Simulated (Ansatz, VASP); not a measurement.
Al in VASP and in Ansatz

Contents of INCAR:

```
SYSTEM = Al
PREC = Accurate
ENCUT = 520
EDIFF = 1E-6
ISMEAR = 0
SIGMA = 0.15
LREAL = .FALSE.
LASPH = .TRUE.
NELM = 60
ALGO = Fast
ISIF = 2
LWAVE = .FALSE.
LCHARG = .FALSE.
GGA = PE
IVDW = 12
NBANDS = 14
```

File KPOINTS:

```
Automatic mesh
0
G
  18 18 6
  0 0 0
```

POSCAR

```
Al
1.0
    2.8712532316      0.0000000000      0.0000000000
   -1.4356266158      2.4865782392      0.0000000000
    0.0000000000      0.0000000000      8.7013329182
Al
4
Direct
    0.0000000000      0.0000000000      0.0000000000
    0.3333333333      0.6666666667      0.2500000000
    0.0000000000      0.0000000000      0.5000000000
    0.6666666667      0.3333333333      0.7500000000
```

Input for Ansatz:

```yaml
crystal:
  lattice:
    - [2.8712532316, 0.0, 0.0]
    - [-1.4356266158, 2.4865782392, 0.0]
    - [0.0, 0.0, 8.7013329182]
  atoms:
    - { symbol: Al, position: [0.0, 0.0, 0.0] }
    - { symbol: Al, position: [0.3333333333, 0.6666666667, 0.25] }
    - { symbol: Al, position: [0.0, 0.0, 0.5] }
    - { symbol: Al, position: [0.6666666667, 0.3333333333, 0.75] }
basis:
  ecutwfc: 420
kpoints:
  mp_grid: { grid: [18, 18, 6] }
hamiltonian:
  xc: pbe
  pseudopotentials: { kind: paw, azcp: { folder: soft_1 } }
  dispersion: d3bj
scf:
  occupations: { method: gaussian, width: 0.15 }
output:
  forces: true
  stress: true
  eigenvalues: true
```

Alike in both runs: task single point; functional PBE; dispersion D3(BJ); k mesh 18 × 18 × 6; occupations gaussian, width 0.15 eV; no spin polarisation.

```csv
,VASP,Ansatz
version,VASP 6.6.1,Ansatz 0.2.0
potentials or method,"VASP PAW PBE potentials, release 64 (Al), cutoff 520 eV","scalar-relativistic, plane waves, PAW"
valence electrons in the cell,12,12
```

|  | VASP | Ansatz | Ansatz less VASP |
| --- | --- | --- | --- |
| gap on the k mesh at the Fermi level (eV) | none | none | - |
| pressure (GPa) | 2.5 | 2.5 | 0.00 |
| traceless stress, the component that is largest in VASP (GPa) | 4.66 | 4.66 | -0.001 |

A gap of «none» marks a metal or a gap that the smearing closes.
